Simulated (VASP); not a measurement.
The system is LaBeAsO.

```
CELL_PARAMETERS angstrom
3.93884 0.00000 0.00000
0.00000 3.93884 0.00000
0.00000 0.00000 8.75867
ATOMIC_POSITIONS crystal
La 0.25000 0.25000 0.13650
La 0.75000 0.75000 0.86350
Be 0.75000 0.25000 0.50000
Be 0.25000 0.75000 0.50000
As 0.25000 0.25000 0.66250
As 0.75000 0.75000 0.33750
O 0.75000 0.25000 0.00000
O 0.25000 0.75000 0.00000
```

| Property | Result |
| --- | --- |
| Program | VASP 6.6.1 |
| Task | relaxation of cell and atoms |
| Functional | r2SCAN |
| Potentials or basis | VASP PAW PBE potentials, release 64 (La, Be, As, O) |
| Cutoff | 600 eV |
| k mesh | 5 × 5 × 2 |
| Occupations | fermi-dirac, width 0.1 eV |
| Spin | no spin polarisation |

At the start: pressure 4.0 GPa; volume 16.99 Å³/atom.

How do energy, volume and symmetry change on relaxing?

Over 11 steps the energy falls by 38.9 meV/atom and the volume is 17.46 Å³/atom (+2.8 %); space group P4/nmm (No. 129, to 0.1 Å) before and after.

Step by step:
```csv
step,energy change (eV),largest force (eV/Å),pressure (GPa),volume (Å³)
1,0.0000,1.4088,3.97,135.89
2,-0.1398,0.9137,-4.52,144.34
3,-0.1823,1.0265,-2.02,141.47
4,-0.2875,0.4336,-0.60,139.59
5,-0.3059,0.0863,0.39,138.43
6,-0.3095,0.0868,0.01,139.20
7,-0.3104,0.0875,-0.29,139.81
8,-0.3108,0.0961,0.28,139.48
9,-0.3113,0.0463,0.04,139.61
10,-0.3115,0.0211,-0.01,139.68
11,-0.3116,0.0077,-0.04,139.71
```

Final structure:
```
La Be As O
1.0
     3.96257    0.00000    0.00000
     0.00000    3.96257    0.00000
     0.00000    0.00000    8.89773
La Be As O
2 2 2 2
Direct
  0.25000 0.25000 0.14267
  0.75000 0.75000 0.85733
  0.75000 0.25000 0.50000
  0.25000 0.75000 0.50000
  0.25000 0.25000 0.64512
  0.75000 0.75000 0.35488
  0.75000 0.25000 0.00000
  0.25000 0.75000 0.00000
```

Caveat: the PAW data sets were made with another functional, which shifts forces and pressure a little.
